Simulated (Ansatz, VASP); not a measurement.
## Two plane-wave programs on Ni

Contents of INCAR:

```
SYSTEM = Ni
PREC     = Accurate       ! precision mode
ENCUT    = 690            ! plane-wave cutoff, eV
EDIFF    = 1E-6           ! SCF threshold, eV
ISMEAR   = -1             ! smearing method
SIGMA    = 0.05           ! smearing width, eV
LREAL    = .FALSE.        ! projectors in reciprocal space
LASPH    = .TRUE.         ! aspherical terms in the spheres
NELM     = 200            ! most SCF steps
ALGO     = Normal         ! electronic algorithm
ISIF     = 2              ! what is computed and relaxed
LWAVE    = .FALSE.        ! write WAVECAR
LCHARG   = .TRUE.         ! write CHGCAR
ISPIN    = 2              ! spin polarisation
MAGMOM   = 1              ! initial moments
LORBIT   = 11             ! projections on sites
LMAXMIX  = 4              ! l up to which the mixer works
GGA      = CA             ! functional
LELF     = .TRUE.         ! ELF
LVHAR    = .TRUE.       
NBANDS   = 19             ! bands
GGA_COMPAT= .FALSE.
```

KPOINTS

```
regular mesh
0
G
  17 17 17
  0 0 0
```

Contents of POSCAR:

```
Ni
1.0
   -1.3860211917      1.3860211917      1.3837150000
    1.3860211917     -1.3860211917      1.3837150000
    1.3814088083      1.3814088083     -1.3837150000
Ni
1
Direct
    0.0000000000      0.0000000000      0.0000000000
```

Input for Ansatz:

```yaml
crystal:
  lattice:
    - [-1.3860211916666667, 1.3860211916666667, 1.383715]
    - [1.3860211916666667, -1.3860211916666667, 1.383715]
    - [1.3814088083333333, 1.3814088083333333, -1.383715]
  atoms:
    - { symbol: Ni, position: [0.0, 0.0, 0.0], spin: 1.0 }
basis:
  ecutwfc: 470.0
kpoints:
  mp_grid:
    grid: [17, 17, 17]
hamiltonian:
  xc: lda
  pseudopotentials:
    kind: paw
magnetization:
  spin_polarized: true
scf:
  convergence:
    dr2_threshold: 1.0e-09
  occupations:
    method: fermi_dirac
    width: 0.05
output:
  stress: true
```

Alike in both runs: task single point; functional LDA; k mesh 17 × 17 × 17; occupations fermi-dirac, width 0.05 eV; collinear spin.

```csv
,VASP,Ansatz
version,VASP 6.6.1,Ansatz 0.2.0
potentials or method,"VASP PAW LDA potentials, release 64 (Ni_sv_GW), cutoff 690 eV","plane waves, PAW"
valence electrons in the cell,18,18
```

Ansatz gave:

* pressure (GPa): -10.7
* traceless stress, the component that is largest in VASP (GPa): 0.50
* net moment per atom (μB): 0.47
* size of the moment on the site where the two differ most (μB): 0.49

**Question.** Estimate VASP's values.

**Answer.** Pressure (GPa): -11.4; traceless stress, the component that is largest in VASP (GPa): 0.50; net moment per atom (μB): 0.41; size of the moment on the site where the two differ most (μB): 0.43.

LDA's correlation is that of Perdew and Zunger in VASP and of Perdew and Wang (1992) in Ansatz. Site moments also hang on the region over which each program counts them. Ansatz's warnings: stress scf threshold loose.
